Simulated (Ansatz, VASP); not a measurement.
# AlFe3B: VASP beside Ansatz

The input INCAR:

```
SYSTEM = AlFe3B
PREC = Accurate
ENCUT = 520
EDIFF = 1E-6
ISMEAR = -1
SIGMA = 0.05
LREAL = .FALSE.
LASPH = .TRUE.
NELM = 150
ALGO = Normal
ISIF = 2
LWAVE = .FALSE.
LCHARG = .TRUE.
ISPIN = 2
MAGMOM = 3 3 3 0 0
LORBIT = 11
LMAXMIX = 4
GGA = PS
LELF = .TRUE.
LVHAR = .TRUE.
NBANDS = 27
```

The input KPOINTS:

```
Automatic mesh
0
G
  7 7 7
  0 0 0
```

File POSCAR:

```
AlFe3B
1.0
    3.8223220000      0.0000000000      0.0000000000
    0.0000000000      3.8223220000      0.0000000000
    0.0000000000      0.0000000000      3.8223220000
Fe Al B
3 1 1
Direct
    0.0000000000      0.0000000000      0.5000000000
    0.0000000000      0.5000000000      0.0000000000
    0.5000000000      0.0000000000      0.0000000000
    0.5000000000      0.5000000000      0.5000000000
    0.0000000000      0.0000000000      0.0000000000
```

Contents of input.yaml:

```yaml
crystal:
  lattice:
    - [3.822322, 0.0, 0.0]
    - [0.0, 3.822322, 0.0]
    - [0.0, 0.0, 3.822322]
  atoms:
    - { symbol: Fe, position: [0.0, 0.0, 0.5], spin: 3.0 }
    - { symbol: Fe, position: [0.0, 0.5, 0.0], spin: 3.0 }
    - { symbol: Fe, position: [0.5, 0.0, 0.0], spin: 3.0 }
    - { symbol: Al, position: [0.5, 0.5, 0.5] }
    - { symbol: B, position: [0.0, 0.0, 0.0] }
hamiltonian:
  xc: pbesol
  pseudopotentials: { kind: paw }
magnetization:
  spin_polarized: true
kpoints:
  mp_grid: { grid: [7, 7, 7] }
scf:
  occupations: { method: fermi_dirac, width: 0.05 }
output:
  forces: true
  stress: true
  eigenvalues: true
```

Alike in both runs: task single point; functional PBEsol; k mesh 7 × 7 × 7; occupations fermi-dirac, width 0.05 eV; collinear spin.

|  | VASP | Ansatz |
| --- | --- | --- |
| version | VASP 6.6.1 | Ansatz 0.2.0 |
| potentials or method | VASP PAW PBE potentials, release 64 (Fe, Al, B) | Ansatz PAW |
| plane-wave cutoff (eV) | 520 | 420 |
| valence electrons in the cell | 30 | 54 |

```csv
,VASP,Ansatz,Ansatz less VASP
gap on the k mesh at the Fermi level (eV),none,none,-
pressure (GPa),-7.1,-7.7,-0.58
net moment per atom (μB),0.82,0.82,0.000
size of the moment on the site where the two differ most (μB),1.47,1.37,-0.096
```

VASP's potentials were made for PBE, not for PBEsol. Site moments also hang on the region over which each program counts them. A gap of «none» marks a metal or a gap that the smearing closes. VASP's potentials hold 30 valence electrons a cell and Ansatz's 54, so a difference there can come from the potentials and not from the codes.
